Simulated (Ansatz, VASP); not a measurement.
## Au: VASP beside Ansatz

POSCAR

```
Au
1.0
    2.7554293055      0.0000000000      0.0000000000
    0.0000000000      2.7554293055      0.0000000000
    0.0000000000      0.0000000000      2.7554293055
Au
1
Direct
    0.0000000000      0.0000000000      0.0000000000
```

INCAR.step1

```
  PREC = Accurate
  ENCUT = 520
  ISMEAR = -1
  SIGMA = 0.1
  LREAL = False
  LASPH = True
  NELM = 100
  NBANDS = 12
  GGA = PE
  ALGO = Normal
  EDIFF = 1E-4
  LWAVE = True
  LCHARG = False
```

The input INCAR.step2:

```
  PREC = Accurate
  ENCUT = 520
  EDIFF = 1E-6
  ISMEAR = -1
  SIGMA = 0.1
  LREAL = False
  LASPH = True
  NELM = 100
  ALGO = Normal
  ISIF = 2
  LWAVE = False
  LCHARG = True
  METAGGA = R2SCAN
  LMIXTAU = True
  LELF = True
  LVHAR = True
  NBANDS = 12
  ISTART = 1
```

KPOINTS

```
Automatic mesh
0
Gamma
  13 13 13
```

Input for Ansatz:

```yaml
crystal:
  lattice:
    - [2.7554293055, 0.0, 0.0]
    - [0.0, 2.7554293055, 0.0]
    - [0.0, 0.0, 2.7554293055]
  atoms:
    - { symbol: Au, position: [0.0, 0.0, 0.0] }
hamiltonian:
  xc: r2scan
  pseudopotentials:
    kind: paw
    azcp:
      Au: "pseudopotentials/Au.paw.azcp"
basis:
  ecutwfc: 500
  fft_grid_basis: typed
kpoints:
  mp_grid: { grid: [13, 13, 13], shift: [0, 0, 0] }
magnetization:
  spin_polarized: false
scf:
  occupations: { method: fermi_dirac, width: 0.1 }
  lower_state_search: "off"
output:
  stress: true
```

Alike in both runs: task single point; functional r2SCAN; k mesh 13 × 13 × 13; occupations fermi-dirac, width 0.1 eV; no spin polarisation.

|  | VASP | Ansatz |
| --- | --- | --- |
| version | VASP 6.6.1 | Ansatz 0.2.0 |
| potentials or method | VASP PAW PBE potentials, release 64 (Au), cutoff 520 eV | plane waves (500 eV) with PAW, scalar-relativistic |
| valence electrons in the cell | 11 | 19 |

```tsv
	VASP	Ansatz	Ansatz less VASP
pressure (GPa)	-4.0	-4.3	-0.22
```

VASP's potentials were made for PBE, not for r2SCAN. VASP's potentials hold 11 valence electrons a cell and Ansatz's 19, so a difference there can come from the potentials and not from the codes.

Spin-orbit coupling is off throughout.
